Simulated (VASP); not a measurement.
# BaS (Pm-3m) in VASP: a series of runs

Runs on BaS. Level: PBE. Tasks: G0W0 quasiparticle levels.

All numbers are computed with VASP 6.6.1; they aren't measurements. Logs are shortened: lines on timing, memory, paths and dates and some standing lists are left out, and cuts for length are marked.

**1. The cell of the first run**

It takes space group Pm-3m (No. 221, cubic). Conventional cell: a = 3.834 Å, b = 3.834 Å, c = 3.834 Å, α = 90.00°, β = 90.00°, γ = 90.00°. Ba (site symmetry m-3m) has 8 S at 3.32 Å and 6 Ba at 3.83 Å within 4.4 Å. Within 4.4 Å of S (site symmetry m-3m) lie 8 Ba at 3.32 Å and 6 S at 3.83 Å.

**2. G0W0 quasiparticle levels, PBE**

The input, POSCAR:

```
BaS
1.0
    3.8337582644      0.0000000000      0.0000000000
    0.0000000000      3.8337582644      0.0000000000
    0.0000000000      0.0000000000      3.8337582644
Ba S
1 1
Direct
    0.0000000000      0.0000000000      0.0000000000
    0.5000000000      0.5000000000      0.5000000000
```

The input, INCAR.step1:

```
PREC = Accurate
ENCUT = 500
EDIFF = 1E-8
ISMEAR = 0
SIGMA = 0.01
LREAL = F
LASPH = T
NELM = 100
ALGO = Normal
LWAVE = T
LCHARG = F
GGA = PE
```

The input, INCAR.step2:

```
PREC = Accurate
ENCUT = 500
EDIFF = 1E-8
ISMEAR = 0
SIGMA = 0.01
LREAL = F
LASPH = T
NELM = 1
ALGO = Exact
LWAVE = T
LCHARG = F
GGA = PE
NBANDS = 99
LOPTICS = T
ISTART = 1
```

The input, INCAR.step3:

```
PREC = Accurate
ENCUT = 500
EDIFF = 1E-8
ISMEAR = 0
SIGMA = 0.01
LREAL = F
LASPH = T
ALGO = EVGW0
LWAVE = F
LCHARG = F
GGA = PE
NELMGW = 1
NBANDS = 99
ENCUTGW = 80.0
NOMEGA = 96
PRECFOCK = Fast
ISTART = 1
NBANDSGW = 16
OMEGAMAX = 30
```

The input, KPOINTS:

```
Automatic mesh
0
Gamma
  6 6 6
```

Potentials or basis: VASP PAW PBE potentials, release 64 (Ba_sv_GW, S_GW).

Started as:

```console
cat potpaw_PBE.64/Ba_sv_GW/POTCAR potpaw_PBE.64/S_GW/POTCAR > POTCAR
cp INCAR.step1 INCAR
mpirun -np 1 vasp_std > vasp.out
cp INCAR.step2 INCAR
mpirun -np 1 vasp_std > vasp.out
cp INCAR.step3 INCAR
mpirun -np 1 vasp_std > vasp.out
```

OUTCAR:

```text
PREC = Accurate
   ENCUT = 500
   EDIFF = 1E-8
   ISMEAR = 0
   LREAL = F
   LASPH = T
   GGA = PE
   NELMGW = 1
   ENCUTGW = 80.0
   PRECFOCK = Fast
   ISTART = 1

 ion  position               nearest neighbor table
   1  0.000  0.000  0.000-
   2  0.500  0.500  0.500-

  LATTYP: Found a simple cubic cell.
 ALAT       =     3.8337582644

  Lattice vectors:

 A1 = (   3.8337582644,   0.0000000000,   0.0000000000)
 A2 = (   0.0000000000,   3.8337582644,   0.0000000000)
 A3 = (   0.0000000000,   0.0000000000,   3.8337582644)

Analysis of symmetry for initial positions (statically):
=====================================================================
 Subroutine PRICEL returns:
 Original cell was already a primitive cell.

 Routine SETGRP: Setting up the symmetry group for a
 simple cubic supercell.

 Subroutine GETGRP returns: Found 48 space group operations
 (whereof 48 operations were pure point group operations)
 out of a pool of 48 trial point group operations.

The static configuration has the point symmetry O_h .

Analysis of symmetry for dynamics (positions and initial velocities):
=====================================================================
 Subroutine PRICEL returns:
 Original cell was already a primitive cell.

 Routine SETGRP: Setting up the symmetry group for a
 simple cubic supercell.

 Subroutine GETGRP returns: Found 48 space group operations
 (whereof 48 operations were pure point group operations)
 out of a pool of 48 trial point group operations.

The dynamic configuration has the point symmetry O_h .

 Subroutine INISYM returns: Found 48 space group operations
 (whereof 48 operations are pure point group operations),
 and found     1 'primitive' translations

----------------------------------------------------------------------------------------

                                     Primitive cell

  volume of cell :      56.3474

  direct lattice vectors                    reciprocal lattice vectors
     3.833758264  0.000000000  0.000000000     0.260840651  0.000000000  0.000000000
     0.000000000  3.833758264  0.000000000     0.000000000  0.260840651  0.000000000
     0.000000000  0.000000000  3.833758264     0.000000000  0.000000000  0.260840651

  length of vectors
     3.833758264  3.833758264  3.833758264     0.260840651  0.260840651  0.260840651

  position of ions in fractional coordinates (direct lattice)
     0.000000000  0.000000000  0.000000000
     0.500000000  0.500000000  0.500000000

  ion indices of the primitive-cell ions
   primitive index   ion index
                 1           1
                 2           2

----------------------------------------------------------------------------------------

 KPOINTS: Automatic mesh

Automatic generation of k-mesh.
 Grid dimensions read from file:
 generate k-points for:    6    6    6

 Generating k-lattice:

  Cartesian coordinates                     Fractional coordinates (reciprocal lattice)
     0.043473442  0.000000000  0.000000000     0.166666667  0.000000000  0.000000000
     0.000000000  0.043473442  0.000000000     0.000000000  0.166666667  0.000000000
     0.000000000  0.000000000  0.043473442     0.000000000  0.000000000  0.166666667

  Length of vectors
     0.043473442  0.043473442  0.043473442

  Shift w.r.t. Gamma in fractional coordinates (k-lattice)
     0.000000000  0.000000000  0.000000000

 Subroutine IBZKPT returns following result:
 ===========================================

 Found     20 irreducible k-points:

 Following reciprocal coordinates:
            Coordinates               Weight
  0.000000  0.000000  0.000000      1.000000
  0.166667  0.000000  0.000000      6.000000
  0.333333  0.000000  0.000000      6.000000
  0.500000  0.000000  0.000000      3.000000
  0.166667  0.166667  0.000000     12.000000
  0.333333  0.166667  0.000000     24.000000
[... 12 lines left out ...]
  0.500000  0.500000  0.333333      6.000000
  0.500000  0.500000  0.500000      1.000000
   k-points           NKPTS =     20   k-points in BZ     NKDIM =    216   number of bands    NBANDS=     99
   number of dos      NEDOS =    301   number of ions     NIONS =      2
   total plane-waves  NPLWV =  21952
   dimension x,y,z NGX =    28 NGY =   28 NGZ =   28
   dimension x,y,z NGXF=    56 NGYF=   56 NGZF=   56
   ions per type =               1   1
   NGX,Y,Z   is equivalent  to a cutoff of  12.14, 12.14, 12.14 a.u.
   NGXF,Y,Z  is equivalent  to a cutoff of  24.28, 24.28, 24.28 a.u.
 SYSTEM =  unknown system
   PREC   = accura    normal or accurate (medium, high low for compatibility)
   ISTART =      1    job   : 0-new  1-cont  2-samecut
   ICHARG =      0    charge: 1-file 2-atom 10-const
   ISPIN  =      1    spin polarized calculation?
   LNONCOLLINEAR =      F non collinear calculations
   LSORBIT =      F    spin-orbit coupling
   LASPH  =      T    aspherical Exc in radial PAW
   ENCUT  =  500.0 eV  36.75 Ry    6.06 a.u.   6.99  6.99  6.99*2*pi/ulx,y,z
   NELM   =     60;   NELMIN=  2; NELMDL=  0     # of ELM steps
   EDIFF  = 0.1E-07   stopping-criterion for ELM
   LREAL  =      F    real-space projection
   EDIFFG = 0.1E-06   stopping-criterion for IOM
   NSW    =      0    number of steps for IOM
   IBRION =     -1    ionic relax: 0-MD 1-quasi-New 2-CG
   NFREE  =      0    steps in history (QN), initial steepest desc. (CG)
   ISIF   =      0    stress and relaxation
   ISYM   =      3    0-nonsym 1-usesym 2-fastsym
   POTIM  = 0.5000    time-step for ionic-motion
   TEBEG  =    0.0;   TEEND  =   0.0 temperature during run
   PSTRESS=    0.0 pullay stress
   NELECT =      16.0000    total number of electrons
   NUPDOWN=      -1.0000    fix difference up-down
   EMIN   =  10.00;   EMAX   =-10.00  energy-range for DOS
   EFERMI =   0.00;   METHOD = LEGACY
   ISMEAR =     0;   SIGMA  =   0.01  broadening in eV -4-tet -1-fermi 0-gaus
   EFERMI_NEDOS =   21; number of points for ismear=-14 and -15
   IALGO  =     38    algorithm
   IMIX   =      4    mixing-type and parameters
     AMIX     =   0.40;   BMIX     =  1.00
     AMIX_MAG =   1.60;   BMIX_MAG =  1.00
  volume/ion in A,a.u.               =      28.17       190.13
  Fermi-wavevector in a.u.,A,eV,Ry     =   1.076028  2.033397 15.753309  1.157836
  Thomas-Fermi vector in A             =   2.211901
   LORBIT       =      0    0 simple, 1 ext, 2 COOP (PROOUT), +10 PAW based schemes
   GGA     = PE    functional components
   LHFCALC =     T    Hartree Fock is set to
   PRECFOCK=fast      Normal, Fast or Accurate (Low or Medium for compatibility)
   ENCUT4O =  -1.0   cutoff for four orbital integrals eV
   NKREDX  =     1    reduce k-point grid by
   NKREDY  =     1    reduce k-point grid by
   NKREDZ  =     1    reduce k-point grid by
   AEXX    =    1.0000 exact exchange contribution
   HFSCREEN=    0.0000 screening length (either q_TF or 0.3 A-1)
   HFSCREENC=   0.0000 screening length for correlation (either q_TF or 0.3 A-1)
   ENCUTFOCK=  -1.0 apply spherical cutoff to Coloumb kernel
   IVDW    =     0    specifies the selected vdW correction
   LEPSILON=     F    determine dielectric tensor
   LRPA    =     F    only Hartree local field effects (RPA)
   LRPAFORCE           =     F    calculate RPA forces
   ENCUTGW             =  80.0    cutoff for response function in eV
   ENCUTGWSOFT         =  64.0    soft cutoff for Coulomb kernel in GW response function in eV
   ENCUTLF             =  -1.0    cutoff for local field effects
   NELMGW              =     1    number of iterations in solving QP/BSE equation
   NELMHF              =     1    number of iterations in the inner HF iteration
   NKREDLFX            =     1    NKREDLFY  =   1   NKREDLFZ  =   1
 non-spin polarized calculation
 Gauss-broadening in eV      SIGMA  =   0.01
  energy-cutoff  :      500.00
  volume of cell :       56.35
 maximum number of plane-waves:      1472
 NGX is ok and might be reduce to    28
  NGX = 16; NGY = 16; NGZ = 16
   NGX = 13   NGY = 13   NGZ = 13
 maximum number of plane-waves:        96
 NGX is ok and might be reduce to    14

 QP shifts <psi_nk| G(iteration)W_0 |psi_nk>: iteration 1
 for sc-GW calculations column KS-energies equals QP-energies in previous step
 and V_xc(KS)=  KS-energies - (<T + V_ion + V_H > + <T+V_H+V_ion>^1  + <V_x>^1)

 k-point   1 :       0.0000    0.0000    0.0000
  band No.  KS-energies  QP-energies   sigma(KS)   V_xc(KS)     V^pw_x(r,r')   Z            occupation Imag(sigma)

      1     -22.1545     -22.4668     -15.5930     -15.0897     -24.3558       0.6205       2.0000       1.1686
      2      -6.9585      -8.0354     -15.4370     -14.0219     -19.0423       0.7610       2.0000       0.2264
      3      -6.9585      -8.0354     -15.4370     -14.0219     -19.0423       0.7610       2.0000       0.2264
      4      -6.9585      -8.0354     -15.4370     -14.0219     -19.0423       0.7610       2.0000       0.2264
      5      -6.1621      -6.5544     -13.8149     -13.2115     -20.9566       0.6501       2.0000       1.0427
      6       4.7561       4.2413     -13.5353     -12.8526     -15.6461       0.7540       2.0000       0.0839
[... 8 lines left out ...]
     15      13.0532      16.7778      -8.4579     -13.4649      -2.3357       0.7439       0.0000      -0.1775
     16      13.0532      16.7778      -8.4579     -13.4649      -2.3357       0.7439       0.0000      -0.1775

 k-point   2 :       0.1667    0.0000    0.0000
  band No.  KS-energies  QP-energies   sigma(KS)   V_xc(KS)     V^pw_x(r,r')   Z            occupation Imag(sigma)

      1     -22.1320     -22.4393     -15.6028     -15.1078     -24.3620       0.6207       2.0000       1.1563
      2      -7.5106      -8.4125     -14.7326     -13.4651     -19.3541       0.7116       2.0000       0.4316
      3      -6.9282      -8.0030     -15.4578     -14.0487     -19.0489       0.7627       2.0000       0.2201
      4      -6.9282      -8.0030     -15.4578     -14.0487     -19.0489       0.7627       2.0000       0.2201
      5      -5.6932      -6.2003     -14.4454     -13.7062     -20.5965       0.6861       2.0000       0.8284
      6       3.7799       3.1888     -12.6291     -11.8386     -14.7503       0.7477       2.0000       0.0988
[... 8 lines left out ...]
     15      12.3796      15.0039      -8.3923     -11.8457      -2.8970       0.7599       0.0000      -0.1732
     16      13.3742      17.0859      -8.7847     -13.8133      -2.6778       0.7381       0.0000      -0.1851

 k-point   3 :       0.3333    0.0000    0.0000
  band No.  KS-energies  QP-energies   sigma(KS)   V_xc(KS)     V^pw_x(r,r')   Z            occupation Imag(sigma)

      1     -22.0863     -22.3821     -15.6224     -15.1454     -24.3748       0.6201       2.0000       1.1304
      2      -8.1695      -9.0230     -14.3089     -13.0688     -19.3208       0.6882       2.0000       0.4917
      3      -6.8662      -7.9308     -15.5002     -14.1047     -19.0616       0.7629       2.0000       0.2056
      4      -6.8662      -7.9308     -15.5002     -14.1047     -19.0616       0.7629       2.0000       0.2056
      5      -5.1570      -5.6681     -14.7775     -14.0550     -20.5918       0.7075       2.0000       0.7582
      6       2.5263       1.8293     -12.0924     -11.1378     -14.6661       0.7300       2.0000       0.1498
[... 314 lines left out ...]
      1     -21.9190     -22.2079     -15.7419     -15.2782     -24.4267       0.6230       2.0000       1.0776
      2      -7.6371      -8.7569     -14.9947     -13.4988     -18.7272       0.7486       2.0000       0.2394
      3      -7.6371      -8.7569     -14.9947     -13.4988     -18.7272       0.7486       2.0000       0.2394
      4      -7.3890      -8.4894     -15.1500     -13.6922     -18.7972       0.7549       2.0000       0.2114
      5      -5.4785      -5.8894     -14.3038     -13.6983     -21.1895       0.6786       2.0000       0.9834
      6       2.4428       1.7290     -12.2195     -11.2369     -14.9098       0.7265       2.0000       0.1539
[... 8 lines left out ...]
     15      13.8043      18.1534      -8.6788     -14.6168      -2.2981       0.7324       0.0000      -0.1811
     16      13.8043      18.1534      -8.6788     -14.6168      -2.2981       0.7324       0.0000      -0.1811

 k-point  20 :       0.5000    0.5000    0.5000
  band No.  KS-energies  QP-energies   sigma(KS)   V_xc(KS)     V^pw_x(r,r')   Z            occupation Imag(sigma)

      1     -21.8988     -22.1868     -15.7578     -15.2940     -24.4336       0.6211       2.0000       1.0703
      2      -7.5856      -8.6942     -15.0316     -13.5509     -18.7234       0.7486       2.0000       0.2167
      3      -7.5856      -8.6942     -15.0316     -13.5509     -18.7234       0.7486       2.0000       0.2167
      4      -7.5856      -8.6942     -15.0316     -13.5509     -18.7234       0.7486       2.0000       0.2167
      5      -5.3785      -5.7871     -14.3895     -13.7946     -21.2437       0.6867       2.0000       0.9773
      6       2.1423       1.4080     -12.0294     -11.0131     -14.8219       0.7225       2.0000       0.1738
[... 8 lines left out ...]
     15      13.6429      17.9034      -8.8006     -14.5807      -2.5321       0.7371       0.0000      -0.1718
     16      13.9231      18.4557      -8.6530     -14.8659      -2.1885       0.7295       0.0000      -0.1813
```

Run time: 7.5 min. Hardware: 1 thread of Intel Xeon 6975P-C (Granite Rapids), shared host; peak memory 1.1 GiB.

Results:

```
Quasiparticle gap                                   : 2.52 eV
Least direct quasiparticle gap                      : 2.61 eV
Band gap of the starting levels on the mesh         : 1.56 eV
Least direct gap of the starting levels on the mesh : 1.64 eV
```

Caveat: bands, screening cutoff and mesh are small and nothing is extrapolated, so the quasiparticle values aren't converged; the structure was generated, so it needn't be the stable form of BaS; spin-orbit coupling is left out, which moves the levels of the heavy elements.

(Part 1 of 2 ends here.)
